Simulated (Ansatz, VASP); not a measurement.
# Two plane-wave programs on CuSb

```
Cu Sb
1.0
     0.00000    2.72669    2.72669
     2.72669    0.00000    2.72669
     2.72669    2.72669    0.00000
Cu Sb
1 1
Direct
  0.50000 0.50000 0.50000
  0.00000 0.00000 0.00000
```

Alike in both runs: task single point; functional r2SCAN; k mesh 12 × 12 × 12; occupations gaussian, width 0.05 eV; no spin polarisation.

```csv
,VASP,Ansatz
version,VASP 6.6.1,Ansatz 0.2.0
potentials or method,"VASP PAW PBE potentials, release 64 (Cu, Sb), cutoff 520 eV","scalar-relativistic, plane waves, PAW"
valence electrons in the cell,16,34
```

Ansatz gave:

```
gap on the k mesh at the Fermi level (eV) : none
pressure (GPa)                            : -3.1
```

Problem. Estimate VASP's values.

Solution. gap on the k mesh at the Fermi level (eV): none; pressure (GPa): -3.0.

VASP's potentials were made for PBE, not for r2SCAN. A gap of «none» marks a metal or a gap that the smearing closes. VASP's potentials hold 16 valence electrons a cell and Ansatz's 34, so a difference there can come from the potentials and not from the codes.

Spin-orbit coupling is off throughout.
